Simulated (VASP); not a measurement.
A run of VASP 6.6.1 is set up as follows.

INCAR

```
SYSTEM = GaSb
PREC = Accurate
ENCUT = 520
EDIFF = 1E-8
ISMEAR = -1
SIGMA = 0.08
LREAL = .False.
LASPH = .True.
NELM = 80
ALGO = Normal
ISIF = 2
LWAVE = .False.
LCHARG = .False.
GGA = PE
LEFG = .True.
NBANDS = 16
```

File KPOINTS:

```
regular mesh
0
Gamma
  12 12 12
  0 0 0
```

Contents of POSCAR:

```
GaSb
1.0
    0.0000000000      3.0176570942      3.0176570942
    3.0176570942      0.0000000000      3.0176570942
    3.0176570942      3.0176570942      0.0000000000
Ga Sb
1 1
Direct
    0.0000000000      0.0000000000      0.0000000000
    0.7500000000      0.7500000000      0.7500000000
```

Potentials or basis: VASP PAW PBE potentials, release 64 (Ga_d, Sb).

Launch:

```bash
$ cat potpaw_PBE.64/Ga_d/POTCAR potpaw_PBE.64/Sb/POTCAR > POTCAR
$ mpirun -np 1 vasp_std > vasp.out
```

Predict the band gap on the k mesh.

0.33 eV, direct.

Estimate the pressure.

4.9 GPa.

Caveat: without QUAD_EFG the Cq values of the log hold for a quadrupole moment of 1 mb, not for the nuclei; spin-orbit coupling is left out, which moves the levels of the heavy elements. A k mesh can miss the band edges.
